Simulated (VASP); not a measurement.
# Ta3N (P-3m1) in VASP: further runs, part 2 of 2

VASP 6.6.1. The steps go on from the part before.

**4. Single point, r2SCAN**

This run uses another cell than the first one, of 14.38 Å³/atom.

File POSCAR:

```
Ta3N
1.0
    2.9912429644      0.0000000000      0.0000000000
   -1.4956214823      2.5904923961      0.0000000000
    0.0000000000      0.0000000000      7.4224470073
Ta N
3 1
Direct
    0.6666666667      0.3333333333      0.8260700000
    0.3333333333      0.6666666667      0.1739300000
    0.0000000000      0.0000000000      0.5000000000
    0.0000000000      0.0000000000      0.0000000000
```

File INCAR.step1:

```
ALGO = Normal
EDIFF = 1E-5
ENCUT = 770
GGA = PE
GGA_COMPAT = False
ISMEAR = -1
LASPH = True
LCHARG = False
LREAL = False
LWAVE = True
NBANDS = 30
NELM = 120
PREC = Accurate
SIGMA = 0.05
```

File INCAR.step2:

```
ALGO = Normal
EDIFF = 1E-6
ENCUT = 770
GGA_COMPAT = False
ISIF = 2
ISMEAR = -1
ISTART = 1
LASPH = True
LCHARG = False
LMIXTAU = True
LREAL = False
LWAVE = False
METAGGA = R2SCAN
NBANDS = 30
NELM = 120
PREC = Accurate
SIGMA = 0.05
```

File KPOINTS:

```
k-points
0
Gamma
  10 10 4
```

Potentials or basis: VASP PAW PBE potentials, release 64 (Ta_sv_GW, N).

Launch:

```console
cat potpaw_PBE.64/Ta_sv_GW/POTCAR potpaw_PBE.64/N/POTCAR > POTCAR
cp INCAR.step1 INCAR
mpirun -np 1 vasp_std > vasp.out
cp INCAR.step2 INCAR
mpirun -np 1 vasp_std > vasp.out
```

OUTCAR:

```text
EDIFF = 1E-6
   ENCUT = 770
   ISIF = 2
   ISMEAR = -1
   ISTART = 1
   LASPH = True
   LREAL = False
   METAGGA = R2SCAN
   NELM = 120
   PREC = Accurate

 ion  position               nearest neighbor table
   1  0.667  0.333  0.826-   4 2.16   4 2.16   4 2.16   3 2.97   3 2.97   3 2.97   2 3.11   2 3.11
                             2 3.11
   2  0.333  0.667  0.174-   4 2.16   4 2.16   4 2.16   3 2.97   3 2.97   3 2.97   1 3.11   1 3.11
                             1 3.11
[... 996 lines left out ...]
  --------------------------------------------------------------------------------------
  -------------------------------------------------------------------------------------
  Total        2.0969091      2.0969091      3.0356146     -0.0000000      0.0000000      0.0000000
  in kB       58.4129409     58.4129409     84.5621657     -0.0000000      0.0000000      0.0000000
  external PRESSURE =      67.1293492 kB  Pullay stress =       0.0000000 kB

 VOLUME and BASIS-vectors are now :
 -----------------------------------------------------------------------------
  energy-cutoff  :      770.00
  volume of cell :       57.51
      direct lattice vectors                 reciprocal lattice vectors
     2.991242964  0.000000000  0.000000000     0.334309186  0.193013498  0.000000000
    -1.495621482  2.590492396  0.000000000     0.000000000  0.386026997  0.000000000
     0.000000000  0.000000000  7.422447007     0.000000000  0.000000000  0.134726459

 POSITION                                       TOTAL-FORCE (eV/Angst)
 -----------------------------------------------------------------------------------
      1.49562      0.86350      6.13146        -0.000000      0.000000     -0.241509
     -0.00000      1.72699      1.29099         0.000000     -0.000000      0.241509
      0.00000      0.00000      3.71122         0.000000      0.000000     -0.000000
      0.00000      0.00000      0.00000         0.000000      0.000000     -0.000000
 -----------------------------------------------------------------------------------
    total drift:                                0.000000     -0.000000     -0.000000

  FREE ENERGIE OF THE ION-ELECTRON SYSTEM (eV)
  ---------------------------------------------------
  free  energy   TOTEN  =      -164.5792458300 eV

  energy  without entropy=     -164.5575331021  energy(sigma->0) =     -164.56838947
```

OUTCAR.step1:

```text
EDIFF = 1E-5
   ENCUT = 770
   GGA = PE
   ISMEAR = -1
   LASPH = True
   LREAL = False
[... 1022 lines left out ...]
     -0.00000      1.72699      1.29099        -0.000000     -0.000000      0.167194
      0.00000      0.00000      3.71122         0.000000      0.000000      0.000000
      0.00000      0.00000      0.00000         0.000000      0.000000      0.000000
 -----------------------------------------------------------------------------------
    total drift:                                0.000000     -0.000000     -0.000000

  FREE ENERGIE OF THE ION-ELECTRON SYSTEM (eV)
  ---------------------------------------------------
  free  energy   TOTEN  =       -53.0792043046 eV

  energy  without entropy=      -53.0544544888  energy(sigma->0) =      -53.06682940
```

OSZICAR.step1:

```text
N       E                     dE             d eps       ncg     rms          rms(c)
DAV:   1     0.500987705752E+03    0.50099E+03   -0.34029E+04  3000   0.202E+03
DAV:   2    -0.218789468255E+02   -0.52287E+03   -0.50760E+03  3850   0.482E+02
DAV:   3    -0.574068407724E+02   -0.35528E+02   -0.34790E+02  4016   0.124E+02
DAV:   4    -0.586117599994E+02   -0.12049E+01   -0.12012E+01  3970   0.203E+01
DAV:   5    -0.586263966245E+02   -0.14637E-01   -0.14622E-01  3906   0.263E+00    0.125E+02
DAV:   6    -0.536284741509E+02    0.49979E+01   -0.21083E+01  4300   0.242E+01    0.108E+02
DAV:   7    -0.538423613949E+02   -0.21389E+00   -0.10145E+01  3898   0.172E+01    0.278E+01
DAV:   8    -0.533536915205E+02    0.48867E+00   -0.81793E+00  4274   0.105E+01    0.190E+01
DAV:   9    -0.530904956805E+02    0.26320E+00   -0.15063E+00  3748   0.476E+00    0.214E+01
DAV:  10    -0.530885880172E+02    0.19077E-02   -0.93978E-02  3584   0.169E+00    0.786E+00
DAV:  11    -0.530869121909E+02    0.16758E-02   -0.13692E-02  3724   0.947E-01    0.110E+01
DAV:  12    -0.530801836138E+02    0.67286E-02   -0.24971E-02  3970   0.599E-01    0.765E+00
DAV:  13    -0.530792038877E+02    0.97973E-03   -0.46836E-03  3972   0.365E-01    0.209E+00
DAV:  14    -0.530792052047E+02   -0.13170E-05   -0.19383E-04  3336   0.769E-02    0.148E+00
DAV:  15    -0.530792043046E+02    0.90012E-06   -0.62114E-06  2410   0.171E-02
   1 F= -.53079204E+02 E0= -.53066829E+02  d E =-.247498E-01
```

Run time: 15 min. Hardware: 1 thread of Intel Xeon Platinum 8259CL at 2.50GHz (Skylake/Cascade Lake), shared host; peak memory 0.33 GiB.

What came out:

* Free energy: -164.5792 eV
* Pressure: 6.7 GPa
* Largest force: 0.242 eV/Å
* Band gap on the k mesh: zero (bands 22 and 23 overlap by 0.67 eV)

Forces on the atoms (eV/Å):
```
Ta   0.000  0.000 -0.242
Ta   0.000  0.000  0.242
Ta   0.000  0.000  0.000
N    0.000  0.000  0.000
```

Caveat: the cell stands under pressure; the PAW data sets were made with another functional, which shifts forces and pressure a little; spin-orbit coupling is left out, which moves the levels of the heavy elements.

**5. Overview**

| level | potentials or basis | spin | cell | k mesh | cutoff (eV) | gap on the mesh (eV) | pressure (GPa) | largest force (eV/Å) |
| --- | --- | --- | --- | --- | --- | --- | --- | --- |
| PBEsol | VASP PAW PBE potentials, release 64 (Ta_pv, N) | off | a = 3.032, b = 3.032, c = 7.524 Å, angles 90.0, 90.0, 120.0°, 4 atoms | 8 × 8 × 3 | 520 | none | -7.9 | 0.36 |
| PBEsol | VASP PAW PBE potentials, release 64 (Ta_pv, N) | non-collinear, zero start, SOC | a = 3.032, b = 3.032, c = 7.524 Å, angles 90.0, 90.0, 120.0°, 4 atoms | 8 × 8 × 3 | 520 | - | -7.7 | 0.32 |
| r2SCAN | VASP PAW PBE potentials, release 64 (Ta_sv_GW, N) | off | a = 2.991, b = 2.991, c = 7.422 Å, angles 90.0, 90.0, 120.0°, 4 atoms | 10 × 10 × 4 | 770 | none | 6.7 | 0.24 |

Alike in all rows: task single point; smearing fermi-dirac 0.05 eV.

Caveats: the PAW data sets were made with another functional, which shifts forces and pressure a little; the cell stands under tension (at least some runs); spin-orbit coupling is left out, which moves the levels of the heavy elements (at least some runs); the cell stands under pressure (at least some runs).

Total energies depend on the potentials used, so only differences within one code and one set of settings carry meaning.
